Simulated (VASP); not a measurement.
Write the native input for VASP 6.6.1 that does the following.

| Quantity | Value |
| --- | --- |
| Task | relaxation of cell and atoms |
| Functional | PBE |
| Potentials or basis | VASP PAW PBE potentials, release 64 (Mo_sv, Ge_d) |
| Cutoff | 600 eV |
| k mesh | 13 × 13 × 13 |
| Occupations | fermi-dirac, width 0.08 eV |
| Spin | no spin polarisation |
| Target pressure | 19 GPa |
| Dipole correction | no |
| Further INCAR settings | ALGO = Normal; EDIFF = 1e-06; IBRION = 2; EDIFFG = -0.005; NSW = 32; ISIF = 3 |

The structure of GeMo (CsCl type) lies in POSCAR:

```
GeMo
1.0
    3.0405597322      0.0000000000      0.0000000000
    0.0000000000      3.0405597322      0.0000000000
    0.0000000000      0.0000000000      3.0405597322
Mo Ge
1 1
Direct
    0.0000000000      0.0000000000      0.0000000000
    0.5000000000      0.5000000000      0.5000000000
```

The input as run:

INCAR

```
SYSTEM = GeMo
PREC = Accurate
ENCUT = 600
EDIFF = 1E-6
ISMEAR = -1
SIGMA = 0.08
LREAL = .False.
LASPH = .True.
NELM = 100
ALGO = Normal
ISIF = 3
LWAVE = .False.
LCHARG = .False.
GGA = PE
IBRION = 2
NSW = 32
EDIFFG = -0.005
PSTRESS = 190.0
```

KPOINTS

```
Automatic mesh
0
Gamma
  13 13 13
  0 0 0
```

Potentials or basis: VASP PAW PBE potentials, release 64 (Mo_sv, Ge_d).

Launch:

```bash
$ cat potpaw_PBE.64/Mo_sv/POTCAR potpaw_PBE.64/Ge_d/POTCAR > POTCAR
$ mpirun -np 1 vasp_std > vasp.out
```

Results of the run:

| Quantity | Value |
| --- | --- |
| Relaxed volume | 14.08 Å³/atom |
| Relaxed cell | a = 3.043 Å, b = 3.043 Å, c = 3.043 Å, α = 90.00°, β = 90.00°, γ = 90.00° |
| Space group after relaxing (to 0.1 Å) | Pm-3m (No. 221) |
| Energy change on relaxing (the run minimises the enthalpy) | -3.2 meV/atom |
| Ionic steps | 3 |
| Pressure after relaxing | 19.0 GPa |
| Band gap on the k mesh | zero (bands 14 and 15 overlap by 3.53 eV) |

Caveat: the cell is relaxed towards a set pressure, so the run minimises the enthalpy, not the energy.

It took 37 s on 1 thread of AMD EPYC 9R45 96-Core Processor (Zen 5), on a shared host, peak memory 0.15 GiB.
